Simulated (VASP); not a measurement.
# PbO (P4mm) in VASP: single point with PBE

Aim: the single point of PbO with PBE.

Program: VASP 6.6.1. These are calculated values, not measurements. Logs are shortened: lines on timing, memory, paths and dates and some standing lists are left out, and cuts for length are marked.

### 1 The cell of the first run

It takes space group P4mm (No. 99, tetragonal). Conventional cell: a = 3.894 Å, b = 3.894 Å, c = 5.222 Å, α = 90.00°, β = 90.00°, γ = 90.00°. Within 2.9 Å of Pb (site symmetry 4mm) lie 4 O at 2.18 Å. Within 3.1 Å of Pb (site symmetry 4mm) lie 4 O at 2.37 Å. O (site symmetry 2mm) has 4 Pb at 2.18 to 2.37 Å and 4 O at 2.75 Å within 2.9 Å.

### 2 Single point, PBE (strained and its atoms moved)

File INCAR:

```
PREC = Accurate ; ENCUT = 600
EDIFF = 1E-6 ; ISMEAR = 0
SIGMA = 0.02 ; LREAL = False
LASPH = True ; NELM = 120
ALGO = Normal ; ISIF = 2
LWAVE = False ; LCHARG = False
GGA = PE ; NBANDS = 28
GGA_COMPAT = False
```

File KPOINTS:

```
Automatic mesh
0
Gamma
  8 8 6
```

File POSCAR:

```
PbO
1.0
    3.8939184000      0.0000000000      0.0000000000
    0.0000000000      3.8939184000      0.0000000000
    0.0000000000      0.0000000000      5.2216245000
Pb O
2 2
Direct
    0.0000000000      0.5000000000      0.2053376827
    0.5000000000      0.0000000000      0.7583900760
    0.0000000000      0.0000000000      0.0181361206
    0.5000000000      0.5000000000      0.0181361206
```

Potentials or basis: VASP PAW PBE potentials, release 64 (Pb_d, O).

Run with:

```bash
$ cat potpaw_PBE.64/Pb_d/POTCAR potpaw_PBE.64/O/POTCAR > POTCAR
$ mpirun -np 1 vasp_std > vasp.out
```

OUTCAR:

```text
PREC = Accurate
   ENCUT = 600
   EDIFF = 1E-6
   ISMEAR = 0
   LREAL = False
   LASPH = True
   NELM = 120
   ISIF = 2
   GGA = PE

 ion  position               nearest neighbor table
   1  0.000  0.500  0.205-   3 2.18   4 2.18   3 2.18   4 2.18   2 3.61   2 3.61   2 3.61   2 3.61
                             2 3.99   2 3.99   2 3.99   2 3.99
   2  0.500  0.000  0.758-   3 2.37   4 2.37   4 2.37   3 2.37   1 3.61   1 3.61   1 3.61   1 3.61
                             1 3.99   1 3.99   1 3.99   1 3.99
   3  0.000  0.000  0.018-   1 2.18   1 2.18   2 2.37   2 2.37
   4  0.500  0.500  0.018-   1 2.18   1 2.18   2 2.37   2 2.37

  LATTYP: Found a simple tetragonal cell.
 ALAT       =     3.8939184000
 C/A-ratio  =     1.3409691636

  Lattice vectors:

 A1 = (   3.8939184000,   0.0000000000,   0.0000000000)
 A2 = (   0.0000000000,   3.8939184000,   0.0000000000)
 A3 = (   0.0000000000,   0.0000000000,   5.2216245000)

Analysis of symmetry for initial positions (statically):
=====================================================================
 Subroutine PRICEL returns:
 Original cell was already a primitive cell.

 Routine SETGRP: Setting up the symmetry group for a
 simple tetragonal supercell.

 Subroutine GETGRP returns: Found  8 space group operations
 (whereof  4 operations were pure point group operations)
 out of a pool of 16 trial point group operations.

The static configuration has the point symmetry C_2v.
 The point group associated with its full space group is C_4v.

Analysis of symmetry for dynamics (positions and initial velocities):
=====================================================================
 Subroutine PRICEL returns:
 Original cell was already a primitive cell.

 Routine SETGRP: Setting up the symmetry group for a
 simple tetragonal supercell.

 Subroutine GETGRP returns: Found  8 space group operations
 (whereof  4 operations were pure point group operations)
 out of a pool of 16 trial point group operations.

The dynamic configuration has the point symmetry C_2v.
 The point group associated with its full space group is C_4v.

 Subroutine INISYM returns: Found  8 space group operations
 (whereof  4 operations are pure point group operations),
 and found     1 'primitive' translations

----------------------------------------------------------------------------------------

                                     Primitive cell

  volume of cell :      79.1734

  direct lattice vectors                    reciprocal lattice vectors
     3.893918400  0.000000000  0.000000000     0.256810723  0.000000000  0.000000000
     0.000000000  3.893918400  0.000000000     0.000000000  0.256810723  0.000000000
     0.000000000  0.000000000  5.221624500     0.000000000  0.000000000  0.191511282

  length of vectors
     3.893918400  3.893918400  5.221624500     0.256810723  0.256810723  0.191511282

  position of ions in fractional coordinates (direct lattice)
     0.000000000  0.500000000  0.205337683
     0.500000000  0.000000000  0.758390076
     0.000000000  0.000000000  0.018136121
     0.500000000  0.500000000  0.018136121

  ion indices of the primitive-cell ions
   primitive index   ion index
                 1           1
                 2           2
                 3           3
                 4           4

----------------------------------------------------------------------------------------

 KPOINTS: Automatic mesh

Automatic generation of k-mesh.
 Grid dimensions read from file:
 generate k-points for:    8    8    6

 Generating k-lattice:

  Cartesian coordinates                     Fractional coordinates (reciprocal lattice)
     0.032101340  0.000000000  0.000000000     0.125000000  0.000000000  0.000000000
     0.000000000  0.032101340  0.000000000     0.000000000  0.125000000  0.000000000
     0.000000000  0.000000000  0.031918547     0.000000000  0.000000000  0.166666667

  Length of vectors
     0.032101340  0.032101340  0.031918547

  Shift w.r.t. Gamma in fractional coordinates (k-lattice)
     0.000000000  0.000000000  0.000000000

 Subroutine IBZKPT returns following result:
 ===========================================

 Found     60 irreducible k-points:

 Following reciprocal coordinates:
            Coordinates               Weight
  0.000000  0.000000  0.000000      1.000000
  0.125000  0.000000  0.000000      4.000000
  0.250000  0.000000  0.000000      4.000000
  0.375000  0.000000  0.000000      4.000000
  0.500000  0.000000  0.000000      2.000000
  0.125000  0.125000  0.000000      4.000000
[... 16 lines left out ...]
  0.375000  0.125000  0.166667     16.000000
  0.500000  0.125000  0.166667      8.000000
 [... further k-points ...]
   k-points           NKPTS =     60   k-points in BZ     NKDIM =     60   number of bands    NBANDS=     28
   number of dos      NEDOS =    301   number of ions     NIONS =      4
   total plane-waves  NPLWV =  43008
   dimension x,y,z NGX =    32 NGY =   32 NGZ =   42
   dimension x,y,z NGXF=    64 NGYF=   64 NGZF=   84
   ions per type =               2   2
   NGX,Y,Z   is equivalent  to a cutoff of  13.66, 13.66, 13.37 a.u.
   NGXF,Y,Z  is equivalent  to a cutoff of  27.32, 27.32, 26.74 a.u.
 SYSTEM =  unknown system
   PREC   = accura    normal or accurate (medium, high low for compatibility)
   ISTART =      0    job   : 0-new  1-cont  2-samecut
   ICHARG =      2    charge: 1-file 2-atom 10-const
   ISPIN  =      1    spin polarized calculation?
   LNONCOLLINEAR =      F non collinear calculations
   LSORBIT =      F    spin-orbit coupling
   LASPH  =      T    aspherical Exc in radial PAW
   ENCUT  =  600.0 eV  44.10 Ry    6.64 a.u.   7.78  7.78 10.43*2*pi/ulx,y,z
   NELM   =    120;   NELMIN=  2; NELMDL= -5     # of ELM steps
   EDIFF  = 0.1E-05   stopping-criterion for ELM
   LREAL  =      F    real-space projection
   EDIFFG = 0.1E-04   stopping-criterion for IOM
   NSW    =      0    number of steps for IOM
   IBRION =     -1    ionic relax: 0-MD 1-quasi-New 2-CG
   NFREE  =      0    steps in history (QN), initial steepest desc. (CG)
   ISIF   =      2    stress and relaxation
   ISYM   =      2    0-nonsym 1-usesym 2-fastsym
   POTIM  = 0.5000    time-step for ionic-motion
   TEBEG  =    0.0;   TEEND  =   0.0 temperature during run
   PSTRESS=    0.0 pullay stress
   NELECT =      40.0000    total number of electrons
   NUPDOWN=      -1.0000    fix difference up-down
   EMIN   =  10.00;   EMAX   =-10.00  energy-range for DOS
   EFERMI =   0.00;   METHOD = LEGACY
   ISMEAR =     0;   SIGMA  =   0.02  broadening in eV -4-tet -1-fermi 0-gaus
   EFERMI_NEDOS =   21; number of points for ismear=-14 and -15
   IALGO  =     38    algorithm
   IMIX   =      4    mixing-type and parameters
     AMIX     =   0.40;   BMIX     =  1.00
     AMIX_MAG =   1.60;   BMIX_MAG =  1.00
  volume/ion in A,a.u.               =      19.79       133.57
  Fermi-wavevector in a.u.,A,eV,Ry     =   1.303872  2.463961 23.131032  1.700083
  Thomas-Fermi vector in A             =   2.434846
   LORBIT       =      0    0 simple, 1 ext, 2 COOP (PROOUT), +10 PAW based schemes
   GGA     = PE    functional components
   LHFCALC =     F    Hartree Fock is set to
   AEXX    =    0.0000 exact exchange contribution
   IVDW    =     0    specifies the selected vdW correction
   LEPSILON=     F    determine dielectric tensor
   LRPA    =     F    only Hartree local field effects (RPA)
 non-spin polarized calculation
 Gauss-broadening in eV      SIGMA  =   0.02
  energy-cutoff  :      600.00
  volume of cell :       79.17
 maximum number of plane-waves:      2672
 NGX is ok and might be reduce to    32
   NGX = 15   NGY = 15   NGZ = 21

 number of electron      39.9999995 magnetization

 Free energy of the ion-electron system (eV)
  ---------------------------------------------------
  ext. energy  EPLUGINS =         0.00000000
  ---------------------------------------------------
  free energy    TOTEN  =       -20.89993093 eV

  energy without entropy =      -20.89993093  energy(sigma->0) =      -20.89993093

 E-fermi :   5.4898     XC(G=0):  -9.8024

 val. band max:        5.3933169439   @ k =   0.1250   0.1250   0.0000
 cond. band min:       6.6632341647   @ k =   0.5000   0.5000   0.0000
 fundamental gap:      1.2699172208
 Fermi energy:         5.4897535907

 k-point     1 :       0.0000    0.0000    0.0000
  band No.  band energies     occupation
      1     -13.7283      2.00000
      2     -13.0631      2.00000
      3     -10.9751      2.00000
      4     -10.9751      2.00000
      5     -10.9450      2.00000
      6     -10.9320      2.00000
[... 20 lines left out ...]
     27      13.0373      0.00000
     28      13.6158      0.00000

 k-point     2 :       0.1250    0.0000    0.0000
  band No.  band energies     occupation
      1     -13.6848      2.00000
      2     -13.0718      2.00000
      3     -10.9791      2.00000
      4     -10.9723      2.00000
      5     -10.9354      2.00000
      6     -10.9256      2.00000
[... 20 lines left out ...]
     27      13.3369      0.00000
     28      14.7774      0.00000

 k-point     3 :       0.2500    0.0000    0.0000
  band No.  band energies     occupation
      1     -13.5726      2.00000
      2     -13.1011      2.00000
      3     -10.9695      2.00000
      4     -10.9659      2.00000
      5     -10.9381      2.00000
      6     -10.9060      2.00000
[... 20 lines left out ...]
     27      13.6557      0.00000
     28      16.6360      0.00000

 k-point     4 :       0.3750    0.0000    0.0000
  band No.  band energies     occupation
      1     -13.4393      2.00000
      2     -13.1544      2.00000
      3     -10.9614      2.00000
      4     -10.9540      2.00000
      5     -10.9483      2.00000
      6     -10.8633      2.00000
[... 578 lines left out ...]
     27      14.6876      0.00000
     28      15.8918      0.00000

 k-point    23 :       0.3750    0.1250    0.1667
  band No.  band energies     occupation
      1     -13.4108      2.00000
      2     -13.1551      2.00000
      3     -10.9716      2.00000
      4     -10.9641      2.00000
      5     -10.9195      2.00000
      6     -10.8460      2.00000
[... 20 lines left out ...]
     27      14.7892      0.00000
     28      15.2111      0.00000

 k-point    24 :       0.5000    0.1250    0.1667
  band No.  band energies     occupation
      1     -13.3379      2.00000
      2     -13.1981      2.00000
      3     -10.9707      2.00000
      4     -10.9657      2.00000
      5     -10.9150      2.00000
      6     -10.8168      2.00000
[... 20 lines left out ...]
     27      14.8580      0.00000
     28      14.9679      0.00000

 [... further k-points ...]

------------------------ aborting loop because EDIFF is reached ----------------------------------------

  FORCE on cell =-STRESS in cart. coord.  units (eV):
  Direction    XX          YY          ZZ          XY          YZ          ZX
  --------------------------------------------------------------------------------------
  -------------------------------------------------------------------------------------
  Total        6.0700788      6.0700788      3.3887015      0.0000000      0.0000000      0.0000000
  in kB      122.8359769    122.8359769     68.5748036      0.0000000      0.0000000      0.0000000
  external PRESSURE =     104.7489191 kB  Pullay stress =       0.0000000 kB

 VOLUME and BASIS-vectors are now :
 -----------------------------------------------------------------------------
  energy-cutoff  :      600.00
  volume of cell :       79.17
      direct lattice vectors                 reciprocal lattice vectors
     3.893918400  0.000000000  0.000000000     0.256810723  0.000000000  0.000000000
     0.000000000  3.893918400  0.000000000     0.000000000  0.256810723  0.000000000
     0.000000000  0.000000000  5.221624500     0.000000000  0.000000000  0.191511282

 POSITION                                       TOTAL-FORCE (eV/Angst)
 -----------------------------------------------------------------------------------
      0.00000      1.94696      1.07220         0.000000      0.000000      3.553230
      1.94696      0.00000      3.96003         0.000000      0.000000      0.187425
      0.00000      0.00000      0.09470         0.000000      0.000000     -1.870328
      1.94696      1.94696      0.09470         0.000000      0.000000     -1.870328
 -----------------------------------------------------------------------------------
    total drift:                                0.000000      0.000000      0.001088

  FREE ENERGIE OF THE ION-ELECTRON SYSTEM (eV)
  ---------------------------------------------------
  free  energy   TOTEN  =       -20.8999309291 eV

  energy  without entropy=      -20.8999309291  energy(sigma->0) =      -20.89993093
```

Run time: 3.7 min. Hardware: 1 thread of Intel Xeon 8259CL, shared host; peak memory 0.28 GiB.

Results:

```yaml
Free_energy: -20.8999 eV
Pressure: 10.5 GPa
Largest_force: 3.553 eV/Å
Band_gap_on_the_k_mesh: 1.27 eV (least direct gap 2.35 eV)
```

Forces on the atoms (eV/Å):
```
Pb   0.000  0.000  3.553
Pb   0.000  0.000  0.187
O    0.000  0.000 -1.870
O    0.000  0.000 -1.870
```

Stress tensor (GPa, compression positive):
```
12.28  0.00  0.00
 0.00 12.28  0.00
 0.00  0.00  6.86
```

Caveat: the cell differs from its parent crystal (strained and its atoms moved); the cell stands under pressure; spin-orbit coupling is left out, which moves the levels of the heavy elements; forces of over 1 eV/Å act on the atoms, so gaps and moduli don't describe the material at rest.
